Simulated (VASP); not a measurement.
# AlN (P6_3/mmc) in VASP: further runs

AlN is run at these levels: PBEsol; tasks: single point.

All numbers are computed with VASP 6.6.1; they aren't measurements. Logs are shortened: lines on timing, memory, paths and dates and some standing lists are left out, and cuts for length are marked.

## Step 1: The cell of the first run

The structure is hexagonal, space group P6_3/mmc (No. 194). The conventional cell has a = 3.381 Å, b = 3.381 Å, c = 4.100 Å, α = 90.00°, β = 90.00°, γ = 120.00°. Al (site symmetry -6m2) has 5 N at 1.95 to 2.05 Å within 2.6 Å. N (site symmetry -6m2) has 5 Al at 1.95 to 2.05 Å within 2.6 Å.

## Step 2: Single point, PBEsol

The input, INCAR:

```
PREC = Accurate ; ENCUT = 520
EDIFF = 1E-7 ; ISMEAR = 0
SIGMA = 0.05 ; LREAL = False
LASPH = True ; NELM = 80
ALGO = Normal ; ISIF = 2
LWAVE = False ; LCHARG = False
GGA = PS ; NBANDS = 16
```

The input, KPOINTS:

```
Automatic mesh
0
Gamma
  9 9 6
```

The input, POSCAR:

```
AlN
1.0
    3.3808000000      0.0000000000      0.0000000000
   -1.6904000000      2.9278586851      0.0000000000
    0.0000000000      0.0000000000      4.0998000000
Al N
2 2
Direct
    0.3333333333      0.6666666667      0.7500000000
    0.6666666667      0.3333333333      0.2500000000
    0.3333333333      0.6666666667      0.2500000000
    0.6666666667      0.3333333333      0.7500000000
```

Potentials or basis: VASP PAW PBE potentials, release 64 (Al, N).

Started as:

```sh
cat potpaw_PBE.64/Al/POTCAR potpaw_PBE.64/N/POTCAR > POTCAR
mpirun -np 1 vasp_std > vasp.out
```

OUTCAR:

```text
PREC = Accurate
   ENCUT = 520
   EDIFF = 1E-7
   ISMEAR = 0
   LREAL = False
   LASPH = True
   NELM = 80
   ISIF = 2
   GGA = PS

 ion  position               nearest neighbor table
   1  0.333  0.667  0.750-   4 1.95   4 1.95   4 1.95   3 2.05   3 2.05   2 2.83   2 2.83   2 2.83
                             2 2.83   2 2.83   2 2.83
   2  0.667  0.333  0.250-   3 1.95   3 1.95   3 1.95   4 2.05   4 2.05   1 2.83   1 2.83   1 2.83
                             1 2.83   1 2.83   1 2.83
   3  0.333  0.667  0.250-   2 1.95   2 1.95   2 1.95   1 2.05   1 2.05
   4  0.667  0.333  0.750-   1 1.95   1 1.95   1 1.95   2 2.05   2 2.05

  LATTYP: Found a hexagonal cell.
 ALAT       =     3.3808000000
 C/A-ratio  =     1.2126715570

  Lattice vectors:

 A1 = (   3.3808000000,   0.0000000000,   0.0000000000)
 A2 = (  -1.6904000000,   2.9278586851,   0.0000000000)
 A3 = (   0.0000000000,   0.0000000000,   4.0998000000)

Analysis of symmetry for initial positions (statically):
=====================================================================
 Subroutine PRICEL returns:
 Original cell was already a primitive cell.

 Routine SETGRP: Setting up the symmetry group for a
 hexagonal supercell.

 Subroutine GETGRP returns: Found 24 space group operations
 (whereof 12 operations were pure point group operations)
 out of a pool of 24 trial point group operations.

The static configuration has the point symmetry D_3d.
 The point group associated with its full space group is D_6h.

Analysis of symmetry for dynamics (positions and initial velocities):
=====================================================================
 Subroutine PRICEL returns:
 Original cell was already a primitive cell.

 Routine SETGRP: Setting up the symmetry group for a
 hexagonal supercell.

 Subroutine GETGRP returns: Found 24 space group operations
 (whereof 12 operations were pure point group operations)
 out of a pool of 24 trial point group operations.

The dynamic configuration has the point symmetry D_3d.
 The point group associated with its full space group is D_6h.

 Subroutine INISYM returns: Found 24 space group operations
 (whereof 12 operations are pure point group operations),
 and found     1 'primitive' translations

----------------------------------------------------------------------------------------

                                     Primitive cell

  volume of cell :      40.5819

  direct lattice vectors                    reciprocal lattice vectors
     3.380800000  0.000000000  0.000000000     0.295787979  0.170773269  0.000000000
    -1.690400000  2.927858685  0.000000000     0.000000000  0.341546539  0.000000000
     0.000000000  0.000000000  4.099800000     0.000000000  0.000000000  0.243914337

  length of vectors
     3.380800000  3.380800000  4.099800000     0.341546539  0.341546539  0.243914337

  position of ions in fractional coordinates (direct lattice)
     0.333333333  0.666666667  0.750000000
     0.666666667  0.333333333  0.250000000
     0.333333333  0.666666667  0.250000000
     0.666666667  0.333333333  0.750000000

  ion indices of the primitive-cell ions
   primitive index   ion index
                 1           1
                 2           2
                 3           3
                 4           4

----------------------------------------------------------------------------------------

 KPOINTS: Automatic mesh

Automatic generation of k-mesh.
 Grid dimensions read from file:
 generate k-points for:    9    9    6

 Generating k-lattice:

  Cartesian coordinates                     Fractional coordinates (reciprocal lattice)
     0.032865331  0.018974808  0.000000000     0.111111111 -0.000000000  0.000000000
     0.000000000  0.037949615  0.000000000     0.000000000  0.111111111  0.000000000
     0.000000000  0.000000000  0.040652390     0.000000000  0.000000000  0.166666667

  Length of vectors
     0.037949615  0.037949615  0.040652390

  Shift w.r.t. Gamma in fractional coordinates (k-lattice)
     0.000000000  0.000000000  0.000000000

 Subroutine IBZKPT returns following result:
 ===========================================

 Found     48 irreducible k-points:

 Following reciprocal coordinates:
            Coordinates               Weight
  0.000000  0.000000  0.000000      1.000000
  0.111111 -0.000000  0.000000      6.000000
  0.222222 -0.000000  0.000000      6.000000
  0.333333 -0.000000  0.000000      6.000000
  0.444444 -0.000000  0.000000      6.000000
  0.111111  0.111111  0.000000      6.000000
[... 16 lines left out ...]
  0.333333  0.222222  0.166667     24.000000
  0.333333  0.333333  0.166667      4.000000
 [... further k-points ...]
   k-points           NKPTS =     48   k-points in BZ     NKDIM =     48   number of bands    NBANDS=     16
   number of dos      NEDOS =    301   number of ions     NIONS =      4
   total plane-waves  NPLWV =  23520
   dimension x,y,z NGX =    28 NGY =   28 NGZ =   30
   dimension x,y,z NGXF=    56 NGYF=   56 NGZF=   60
   ions per type =               2   2
   NGX,Y,Z   is equivalent  to a cutoff of  13.77, 13.77, 12.16 a.u.
   NGXF,Y,Z  is equivalent  to a cutoff of  27.54, 27.54, 24.33 a.u.
 SYSTEM =  unknown system
   PREC   = accura    normal or accurate (medium, high low for compatibility)
   ISTART =      0    job   : 0-new  1-cont  2-samecut
   ICHARG =      2    charge: 1-file 2-atom 10-const
   ISPIN  =      1    spin polarized calculation?
   LNONCOLLINEAR =      F non collinear calculations
   LSORBIT =      F    spin-orbit coupling
   LASPH  =      T    aspherical Exc in radial PAW
   ENCUT  =  520.0 eV  38.22 Ry    6.18 a.u.   6.29  6.29  7.62*2*pi/ulx,y,z
   NELM   =     80;   NELMIN=  2; NELMDL= -5     # of ELM steps
   EDIFF  = 0.1E-06   stopping-criterion for ELM
   LREAL  =      F    real-space projection
   EDIFFG = 0.1E-05   stopping-criterion for IOM
   NSW    =      0    number of steps for IOM
   IBRION =     -1    ionic relax: 0-MD 1-quasi-New 2-CG
   NFREE  =      0    steps in history (QN), initial steepest desc. (CG)
   ISIF   =      2    stress and relaxation
   ISYM   =      2    0-nonsym 1-usesym 2-fastsym
   POTIM  = 0.5000    time-step for ionic-motion
   TEBEG  =    0.0;   TEEND  =   0.0 temperature during run
   PSTRESS=    0.0 pullay stress
   NELECT =      16.0000    total number of electrons
   NUPDOWN=      -1.0000    fix difference up-down
   EMIN   =  10.00;   EMAX   =-10.00  energy-range for DOS
   EFERMI =   0.00;   METHOD = LEGACY
   ISMEAR =     0;   SIGMA  =   0.05  broadening in eV -4-tet -1-fermi 0-gaus
   EFERMI_NEDOS =   21; number of points for ismear=-14 and -15
   IALGO  =     38    algorithm
   IMIX   =      4    mixing-type and parameters
     AMIX     =   0.40;   BMIX     =  1.00
     AMIX_MAG =   1.60;   BMIX_MAG =  1.00
  volume/ion in A,a.u.               =      10.15        68.47
  Fermi-wavevector in a.u.,A,eV,Ry     =   1.200432  2.268487 19.606484  1.441036
  Thomas-Fermi vector in A             =   2.336268
   LORBIT       =      0    0 simple, 1 ext, 2 COOP (PROOUT), +10 PAW based schemes
   GGA     = PS    functional components
   LHFCALC =     F    Hartree Fock is set to
   AEXX    =    0.0000 exact exchange contribution
   IVDW    =     0    specifies the selected vdW correction
   LEPSILON=     F    determine dielectric tensor
   LRPA    =     F    only Hartree local field effects (RPA)
 non-spin polarized calculation
 Gauss-broadening in eV      SIGMA  =   0.05
  energy-cutoff  :      520.00
  volume of cell :       40.58
 maximum number of plane-waves:      1108
 NGX is ok and might be reduce to    28
   NGX = 13   NGY = 13   NGZ = 15

 number of electron      16.0000002 magnetization

 Free energy of the ion-electron system (eV)
  ---------------------------------------------------
  ext. energy  EPLUGINS =         0.00000000
  ---------------------------------------------------
  free energy    TOTEN  =       -30.88734568 eV

  energy without entropy =      -30.88734568  energy(sigma->0) =      -30.88734568

 E-fermi :   7.6431     XC(G=0): -11.2572

 val. band max:        7.4431103059   @ k =   0.0000   0.0000   0.0000
 cond. band min:      10.6109410705   @ k =   0.0000   0.0000   0.0000
 fundamental gap:      3.1678307645
 Fermi energy:         7.6431224503

 k-point     1 :       0.0000    0.0000    0.0000
  band No.  band energies     occupation
      1      -9.0066      2.00000
      2      -5.2226      2.00000
      3       0.9048      2.00000
      4       4.2666      2.00000
      5       4.2666      2.00000
      6       6.1267      2.00000
[... 8 lines left out ...]
     15      19.1830      0.00000
     16      19.1830      0.00000

 k-point     2 :       0.1111   -0.0000    0.0000
  band No.  band energies     occupation
      1      -8.8725      2.00000
      2      -5.2384      2.00000
      3       1.0471      2.00000
      4       3.8049      2.00000
      5       4.0680      2.00000
      6       5.6397      2.00000
[... 8 lines left out ...]
     15      18.6492      0.00000
     16      18.9660      0.00000

 k-point     3 :       0.2222   -0.0000    0.0000
  band No.  band energies     occupation
      1      -8.4878      2.00000
      2      -5.3260      2.00000
      3       1.4616      2.00000
      4       2.8077      2.00000
      5       3.6625      2.00000
      6       4.7876      2.00000
[... 8 lines left out ...]
     15      17.7466      0.00000
     16      19.8430      0.00000

 k-point     4 :       0.3333   -0.0000    0.0000
  band No.  band energies     occupation
      1      -7.9164      2.00000
      2      -5.5722      2.00000
      3       1.8950      2.00000
      4       2.0973      2.00000
      5       3.2956      2.00000
      6       4.0792      2.00000
[... 8 lines left out ...]
     15      18.4118      0.00000
     16      20.5854      0.00000

 k-point     5 :       0.4444   -0.0000    0.0000
  band No.  band energies     occupation
      1      -7.3427      2.00000
      2      -5.9485      2.00000
      3       1.4008      2.00000
      4       2.7668      2.00000
      5       3.0890      2.00000
      6       3.6828      2.00000
[... 8 lines left out ...]
     15      20.0122      0.00000
     16      20.9867      0.00000

 k-point     6 :       0.1111    0.1111    0.0000
  band No.  band energies     occupation
      1      -8.6128      2.00000
      2      -5.2898      2.00000
      3       1.3259      2.00000
      4       3.2984      2.00000
      5       3.4561      2.00000
      6       5.1986      2.00000
[... 8 lines left out ...]
     15      18.5015      0.00000
     16      19.5514      0.00000
[... 267 lines left out ...]
 k-point    21 :       0.4444    0.1111    0.1667
  band No.  band energies     occupation
      1      -7.0352      2.00000
      2      -6.0888      2.00000
      3       0.8856      2.00000
      4       2.4801      2.00000
      5       2.6563      2.00000
      6       4.1073      2.00000
[... 8 lines left out ...]
     15      19.4530      0.00000
     16      20.8651      0.00000

 k-point    22 :       0.2222    0.2222    0.1667
  band No.  band energies     occupation
      1      -7.4644      2.00000
      2      -5.8192      2.00000
      3       1.4144      2.00000
      4       1.7837      2.00000
      5       3.3996      2.00000
      6       4.0276      2.00000
[... 8 lines left out ...]
     15      19.2801      0.00000
     16      20.6680      0.00000

 k-point    23 :       0.3333    0.2222    0.1667
  band No.  band energies     occupation
      1      -6.9342      2.00000
      2      -6.1213      2.00000
      3       1.1607      2.00000
      4       1.8826      2.00000
      5       2.6461      2.00000
      6       4.5065      2.00000
[... 8 lines left out ...]
     15      19.1530      0.00000
     16      20.6193      0.00000

 k-point    24 :       0.3333    0.3333    0.1667
  band No.  band energies     occupation
      1      -6.4840      2.00000
      2      -6.4840      2.00000
      3       1.1464      2.00000
      4       2.1146      2.00000
      5       2.1146      2.00000
      6       4.9094      2.00000
[... 8 lines left out ...]
     15      18.7699      0.00000
     16      20.5395      0.00000

 [... further k-points ...]

------------------------ aborting loop because EDIFF is reached ----------------------------------------

  FORCE on cell =-STRESS in cart. coord.  units (eV):
  Direction    XX          YY          ZZ          XY          YZ          ZX
  --------------------------------------------------------------------------------------
  -------------------------------------------------------------------------------------
  Total       -2.5825460     -2.5825460     -0.8493033      0.0000000      0.0000000      0.0000000
  in kB     -101.9591925   -101.9591925    -33.5305845      0.0000000      0.0000000      0.0000000
  external PRESSURE =     -79.1496565 kB  Pullay stress =       0.0000000 kB

 VOLUME and BASIS-vectors are now :
 -----------------------------------------------------------------------------
  energy-cutoff  :      520.00
  volume of cell :       40.58
      direct lattice vectors                 reciprocal lattice vectors
     3.380800000  0.000000000  0.000000000     0.295787979  0.170773269  0.000000000
    -1.690400000  2.927858685  0.000000000     0.000000000  0.341546539  0.000000000
     0.000000000  0.000000000  4.099800000     0.000000000  0.000000000  0.243914337

 POSITION                                       TOTAL-FORCE (eV/Angst)
 -----------------------------------------------------------------------------------
     -0.00000      1.95191      3.07485         0.000000     -0.000000      0.000000
      1.69040      0.97595      1.02495        -0.000000      0.000000      0.000000
     -0.00000      1.95191      1.02495         0.000000      0.000000      0.000000
      1.69040      0.97595      3.07485        -0.000000     -0.000000      0.000000
 -----------------------------------------------------------------------------------
    total drift:                               -0.000000      0.000000     -0.000000

  FREE ENERGIE OF THE ION-ELECTRON SYSTEM (eV)
  ---------------------------------------------------
  free  energy   TOTEN  =       -30.8873456795 eV

  energy  without entropy=      -30.8873456795  energy(sigma->0) =      -30.88734568
```

It took 28 s on 1 thread of Intel Xeon Platinum 8259CL at 2.50GHz (Skylake/Cascade Lake), shared host; peak memory 0.16 GiB.

Results:

| Property | Result |
| --- | --- |
| Free energy | -30.8873 eV |
| Pressure | -7.9 GPa |
| Band gap on the k mesh | 3.17 eV, direct |

Levels at points of the mesh, in eV from the valence-band top:
```
           k point  band 5  band 6  band 7  band 8  band 9  band 10  band 11  band 12
(0.00, 0.00, 0.00)   -3.18   -1.32   -1.32    0.00    3.17     4.21     7.99     7.99
(0.00, 0.00, 0.50)   -2.29   -2.29   -2.29   -2.29    5.60     5.60     8.12     8.12
```

Caveat: the PAW data sets were made with another functional, which shifts forces and pressure a little.

(Part 1 of 2 ends here.)
